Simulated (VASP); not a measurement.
A run of VASP 6.6.1 is set up as follows.

File POSCAR:

```
SiC
1.0
    3.0581659191      0.0000000000      0.0000000000
   -1.5290829596      2.6484493749      0.0000000000
    0.0000000000      0.0000000000      5.0190554034
Si C
2 2
Direct
    0.3333333333      0.6666666667      0.0046021971
    0.6666666667      0.3333333333      0.5046021971
    0.3333333333      0.6666666667      0.3803978029
    0.6666666667      0.3333333333      0.8803978029
```

File INCAR.step1:

```
SYSTEM = SiC
PREC = Accurate ; ENCUT = 520
ISMEAR = 0 ; SIGMA = 0.01
LREAL = .False. ; LASPH = .True.
NELM = 60 ; NBANDS = 16
GGA = PE ; ALGO = Normal
EDIFF = 1E-4 ; LWAVE = .True.
LCHARG = .False.
```

The input INCAR.step2:

```
SYSTEM = SiC
PREC = Accurate ; ENCUT = 520
EDIFF = 1E-6 ; ISMEAR = 0
SIGMA = 0.01 ; LREAL = .False.
LASPH = .True. ; NELM = 60
ALGO = Normal ; ISIF = 2
LWAVE = .False. ; LCHARG = .False.
METAGGA = R2SCAN ; LMIXTAU = .True.
NBANDS = 16 ; ISTART = 1
```

Contents of KPOINTS:

```
Automatic mesh
0
Gamma
  8 8 6
  0 0 0
```

Potentials or basis: VASP PAW PBE potentials, release 64 (Si, C).

Launch:

```bash
$ cat potpaw_PBE.64/Si/POTCAR potpaw_PBE.64/C/POTCAR > POTCAR
$ cp INCAR.step1 INCAR
$ mpirun -np 1 vasp_std > vasp.out
$ cp INCAR.step2 INCAR
$ mpirun -np 1 vasp_std > vasp.out
```

**Question.** Estimate the band gap on the k mesh.

**Answer.** 2.90 eV, indirect (least direct gap 4.52 eV).

**Question.** What does it give for the pressure?

**Answer.** 3.8 GPa.

Caveat: the PAW data sets were made with another functional, which shifts forces and pressure a little. r2SCAN opens gaps a little over a GGA but as a rule still falls short of measured ones.
